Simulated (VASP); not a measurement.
Input of a VASP 6.6.1 run:

Contents of INCAR:

```
SYSTEM = Mn
PREC     = Accurate       ! precision mode
ENCUT    = 520            ! plane-wave cutoff, eV
EDIFF    = 1E-7           ! SCF threshold, eV
ISMEAR   = -1             ! smearing method
SIGMA    = 0.1            ! smearing width, eV
LREAL    = .FALSE.        ! projectors in reciprocal space
LASPH    = .TRUE.         ! aspherical terms in the spheres
NELM     = 80             ! most SCF steps
ALGO     = Normal         ! electronic algorithm
ISIF     = 2              ! what is computed and relaxed
LWAVE    = .FALSE.        ! write WAVECAR
LCHARG   = .FALSE.        ! write CHGCAR
GGA      = RE             ! functional
NBANDS   = 12             ! bands
```

The input KPOINTS:

```
Automatic mesh
0
G
  15 15 15
  0 0 0
```

POSCAR

```
Mn
1.0
    2.2343954762      0.0000000000      0.0000000000
    0.0000000000      2.2343954762      0.0000000000
    0.0000000000      0.0000000000      2.2343954762
Mn
1
Direct
    0.0000000000      0.0000000000      0.0000000000
```

Potentials or basis: VASP PAW PBE potentials, release 64 (Mn_pv).

Run with:

```sh
$ cat potpaw_PBE.64/Mn_pv/POTCAR > POTCAR
$ mpirun -np 1 vasp_std > vasp.out
```

Task: Predict the pressure.

Result: 20.4 GPa.

Caveat: the PAW data sets were made with another functional, which shifts forces and pressure a little; the run has no spin polarisation, though such a crystal can be magnetic. Spin polarisation is off, so any magnetic state and its effect on volume and gap are missing.
